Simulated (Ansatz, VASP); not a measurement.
**Zr in VASP and in Ansatz**

```
CELL_PARAMETERS angstrom
0.00000 2.25500 2.25500
2.25500 0.00000 2.25500
2.25500 2.25500 0.00000
ATOMIC_POSITIONS crystal
Zr 0.00000 0.00000 0.00000
```

Alike in both runs: task single point; functional LDA; k mesh 8 × 8 × 8; occupations gaussian, width 0.1 eV; no spin polarisation.

|  | VASP | Ansatz |
| --- | --- | --- |
| version | VASP 6.6.1 | Ansatz 0.2.0 |
| potentials or method | VASP PAW LDA potentials, release 64 (Zr_sv), cutoff 500 eV | scalar-relativistic, plane waves, PAW |
| valence electrons in the cell | 12 | 12 |

```csv
,VASP,Ansatz,Ansatz less VASP
gap on the k mesh at the Fermi level (eV),none,none,-
pressure (GPa),-5.9,-6.1,-0.12
```

LDA's correlation is that of Perdew and Zunger in VASP and of Perdew and Wang (1992) in Ansatz. A gap of «none» marks a metal or a gap that the smearing closes.
